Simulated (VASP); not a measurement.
# As2O (P1) in VASP: notebook

The runs below take As2O through single point, with PBE.

Everything below comes from runs of VASP 6.6.1. Logs are shortened: lines on timing, memory, paths and dates and some standing lists are left out, and cuts for length are marked.

## 1. The cell of the first run

The typed cell holds 3 atoms: a = 3.025 Å, b = 2.975 Å, c = 4.558 Å, α = 89.33°, β = 90.73°, γ = 121.11°.

## 2. Single point, PBE

The input, INCAR:

```
ALGO = Normal
EDIFF = 1E-6
ENCUT = 600
GGA = PE
GGA_COMPAT = F
ISIF = 2
ISMEAR = -1
LASPH = T
LCHARG = T
LELF = T
LREAL = F
LVHAR = T
LWAVE = F
NBANDS = 15
NELM = 120
PREC = Accurate
SIGMA = 0.15
```

The input, KPOINTS:

```
k-points
0
Gamma
  3 3 1
```

The input, POSCAR:

```
As2O
1.0
    3.0252574500     -0.0144175800     -0.0184831100
   -1.5251138600      2.5548291200      0.0168531200
   -0.0301830500      0.0143520200      4.5578259400
O As
1 2
Direct
    0.9440800000      0.7565030000      0.0944560000
    1.2653510000      1.4384650000      0.3323420000
    1.5896430000      1.0732680000      0.7557280000
```

Potentials or basis: VASP PAW PBE potentials, release 64 (O, As).

Run with:

```sh
cat potpaw_PBE.64/O/POTCAR potpaw_PBE.64/As/POTCAR > POTCAR
mpirun -np 1 vasp_std > vasp.out
```

OUTCAR:

```text
EDIFF = 1E-6
   ENCUT = 600
   GGA = PE
   ISIF = 2
   ISMEAR = -1
   LASPH = T
   LREAL = F
   NELM = 120
   PREC = Accurate

 ion  position               nearest neighbor table
   1  0.944  0.757  0.094-   2 1.98   2 2.06   2 2.08   3 2.29   3 2.32   3 2.33
   2  0.265  0.438  0.332-   1 1.98   1 2.06   1 2.08   3 2.53   3 2.62   3 2.62
   3  0.590  0.073  0.756-   1 2.29   1 2.32   1 2.33   2 2.53   2 2.62   2 2.62

  LATTYP: Found a triclinic cell.
 ALAT       =     3.0253482660
 B/A-ratio  =     0.9751853415
 C/A-ratio  =     1.5065863741
 COS(alpha) =     0.0012082872
 COS(beta)  =     0.0127461276
 COS(gamma) =     0.5043603750

  Lattice vectors:

 A1 = (  -3.0252574500,   0.0144175800,   0.0184831100)
 A2 = (  -1.5001435900,  -2.5404115400,   0.0016299900)
 A3 = (  -0.0301830500,   0.0143520200,   4.5578259400)

Analysis of symmetry for initial positions (statically):
=====================================================================
 Subroutine PRICEL returns:
 Original cell was already a primitive cell.

 Routine SETGRP: Setting up the symmetry group for a
 triclinic supercell.

 Subroutine GETGRP returns: Found  1 space group operations
 (whereof  1 operations were pure point group operations)
 out of a pool of  2 trial point group operations.

The static configuration has the point symmetry C_1 .

Analysis of symmetry for dynamics (positions and initial velocities):
=====================================================================
 Subroutine PRICEL returns:
 Original cell was already a primitive cell.

 Routine SETGRP: Setting up the symmetry group for a
 triclinic supercell.

 Subroutine GETGRP returns: Found  1 space group operations
 (whereof  1 operations were pure point group operations)
 out of a pool of  2 trial point group operations.

The dynamic configuration has the point symmetry C_1 .

 Subroutine INISYM returns: Found  1 space group operations
 (whereof  1 operations are pure point group operations),
 and found     1 'primitive' translations

----------------------------------------------------------------------------------------

                                     Primitive cell

  volume of cell :      35.1255

  direct lattice vectors                    reciprocal lattice vectors
     3.025257450 -0.014417580 -0.018483110     0.331503037  0.197881485  0.001572191
[... 76 lines left out ...]
   POTIM  = 0.5000    time-step for ionic-motion
   TEBEG  =    0.0;   TEEND  =   0.0 temperature during run
   PSTRESS=    0.0 pullay stress
   NELECT =      16.0000    total number of electrons
   NUPDOWN=      -1.0000    fix difference up-down
   EMIN   =  10.00;   EMAX   =-10.00  energy-range for DOS
   EFERMI =   0.00;   METHOD = LEGACY
   ISMEAR =    -1;   SIGMA  =   0.15  broadening in eV -4-tet -1-fermi 0-gaus
   EFERMI_NEDOS =   21; number of points for ismear=-14 and -15
   IALGO  =     38    algorithm
   IMIX   =      4    mixing-type and parameters
     AMIX     =   0.40;   BMIX     =  1.00
     AMIX_MAG =   1.60;   BMIX_MAG =  1.00
  volume/ion in A,a.u.               =      11.71        79.01
  Fermi-wavevector in a.u.,A,eV,Ry     =   1.259623  2.380342 21.587674  1.586649
  Thomas-Fermi vector in A             =   2.393173
   LORBIT       =      0    0 simple, 1 ext, 2 COOP (PROOUT), +10 PAW based schemes
   GGA     = PE    functional components
   LHFCALC =     F    Hartree Fock is set to
   AEXX    =    0.0000 exact exchange contribution
   IVDW    =     0    specifies the selected vdW correction
   LEPSILON=     F    determine dielectric tensor
   LRPA    =     F    only Hartree local field effects (RPA)
 non-spin polarized calculation
  energy-cutoff  :      600.00
  volume of cell :       35.13
 maximum number of plane-waves:      1190
   NGX = 13   NGY = 11   NGZ = 19

 number of electron      16.0000001 magnetization

 Free energy of the ion-electron system (eV)
  ---------------------------------------------------
  ext. energy  EPLUGINS =         0.00000000
  ---------------------------------------------------
  free energy    TOTEN  =       -13.21404041 eV

  energy without entropy =      -13.09525641  energy(sigma->0) =      -13.15464841

 E-fermi :  10.5612     XC(G=0): -12.1643

 val. band max:       10.5464550356   @ k =  -0.3333   0.3333  -0.0000
 cond. band min:      10.8530488553   @ k =   0.0000   0.3333  -0.0000
 fundamental gap:      0.3065938197
 Fermi energy:        10.5612178775

 k-point     1 :       0.0000    0.0000    0.0000
  band No.  band energies     occupation
      1     -12.9132      2.00000
      2      -5.0575      2.00000
      3      -2.4807      2.00000
      4       4.0890      2.00000
      5       4.6026      2.00000
      6       6.8614      2.00000
      7       8.2664      2.00000
      8      11.9969      0.00014
      9      12.0746      0.00008
     10      15.5923      0.00000
     11      15.9478      0.00000
     12      17.1246      0.00000
     13      18.0539      0.00000
     14      21.0177      0.00000
[... 59 lines left out ...]
      2      -4.2005      2.00000
      3      -0.8690      2.00000
      4       0.8374      2.00000
      5       3.5386      2.00000
      6       4.1272      2.00000
      7       6.7823      2.00000
      8      10.5465      1.04917
      9      11.2854      0.01588
     10      12.4977      0.00000
     11      13.9463      0.00000
     12      14.4595      0.00000
     13      15.3327      0.00000
     14      22.0988      0.00000
     15      23.6288      0.00000

------------------------ aborting loop because EDIFF is reached ----------------------------------------

  FORCE on cell =-STRESS in cart. coord.  units (eV):
  Direction    XX          YY          ZZ          XY          YZ          ZX
  --------------------------------------------------------------------------------------
  -------------------------------------------------------------------------------------
  Total        8.5595429      7.4660513     19.1889180     -0.8282066      1.0993428     -0.5445269
  in kB      390.4254254    340.5481217    875.2618681    -37.7768896     50.1441945    -24.8374424
  external PRESSURE =     535.4118050 kB  Pullay stress =       0.0000000 kB

 VOLUME and BASIS-vectors are now :
 -----------------------------------------------------------------------------
  energy-cutoff  :      600.00
  volume of cell :       35.13
      direct lattice vectors                 reciprocal lattice vectors
     3.025257450 -0.014417580 -0.018483110     0.331503037  0.197881485  0.001572191
    -1.525113860  2.554829120  0.016853120     0.001863247  0.392535954 -0.001223707
    -0.030183050  0.014352020  4.557825940     0.001337437 -0.000648991  0.219413750

 POSITION                                       TOTAL-FORCE (eV/Angst)
 -----------------------------------------------------------------------------------
      1.69948      1.92048      0.42581         0.779352     -0.459432     -0.069656
      0.12401      1.12115      1.51724        -0.724131      0.325331     -0.506951
      1.64927      0.18953      3.43481        -0.055220      0.134101      0.576607
 -----------------------------------------------------------------------------------
    total drift:                               -0.000182      0.000162      0.000219

  FREE ENERGIE OF THE ION-ELECTRON SYSTEM (eV)
  ---------------------------------------------------
  free  energy   TOTEN  =       -13.2140404061 eV

  energy  without entropy=      -13.0952564064  energy(sigma->0) =      -13.15464841
```

Wall time 5.7 s (1 thread of Intel Xeon Platinum 8259CL at 2.50GHz (Skylake/Cascade Lake), shared host); peak memory 0.14 GiB.

Results:

- Free energy: -13.2140 eV
- Pressure: 53.5 GPa
- Largest force: 0.942 eV/Å
- Band gap on the k mesh: zero (bands 8 and 9 overlap by 5.07 eV)

Forces in eV/Å, atoms in the order of the input:
```
O    0.779 -0.459 -0.070
As  -0.724  0.325 -0.507
As  -0.055  0.134  0.577
```

Levels at points of the mesh, in eV from the Fermi level:
```
           k point  band 4  band 5  band 6  band 7  band 8  band 9  band 10  band 11  band 12  band 13
(0.00, 0.00, 0.00)   -6.47   -5.96   -3.70   -2.29    1.44    1.51     5.03     5.39     6.56     7.49
```

Caveat: the k points lie up to 1.38 Å⁻¹ apart, too coarse for converged energies and pressures of a metal.

## 3. Single point, PBE, non-collinear spin, zero start, spin-orbit coupling

The input, INCAR:

```
SYSTEM = As2O
  ALGO = Normal
  EDIFF = 1E-6
  ENCUT = 600
  GGA = PE
  GGA_COMPAT = .False.
  ISIF = 2
  ISMEAR = -1
  LASPH = .True.
  LCHARG = .False.
  LORBIT = 11
  LORBMOM = .True.
  LREAL = .False.
  LSORBIT = .True.
  LWAVE = .False.
  MAGMOM = 0 0 0 0 0 0 0 0 0
  NBANDS = 29
  NELM = 200
  PREC = Accurate
  SIGMA = 0.15
```

The input, KPOINTS:

```
k-points
0
Gamma
  3 3 1
  0 0 0
```

POSCAR is that of step 2.

Potentials or basis: VASP PAW PBE potentials, release 64 (O, As).

Run with:

```sh
cat potpaw_PBE.64/O/POTCAR potpaw_PBE.64/As/POTCAR > POTCAR
mpirun -np 1 vasp_ncl > vasp.out
```

Run time: 23 s. Hardware: 1 thread of Intel Xeon Platinum 8259CL at 2.50GHz (Skylake/Cascade Lake), shared host; peak memory 0.24 GiB.

It converged, with:

```yaml
Free_energy: -13.2400 eV
Pressure: 53.6 GPa
Largest_force: 0.919 eV/Å
Net_moment: 0.00 μB per cell
Valence_electrons_inside_the_program's_atomic_spheres: O 4.98; As 2.77, 2.74
```

Forces on the atoms (eV/Å):
```
O    0.771 -0.455 -0.078
As  -0.717  0.321 -0.476
As  -0.054  0.133  0.554
```

Stress tensor (GPa, compression positive):
```
39.00 -3.73 -2.46
-3.73 34.22  4.99
-2.46  4.99 87.47
```

Moments on the atoms (μB; x, y, z):
```
O   0.00 0.00 0.00
As  0.00 0.00 0.00
As  0.00 0.00 0.00
```

Caveat: the k points lie up to 1.38 Å⁻¹ apart.
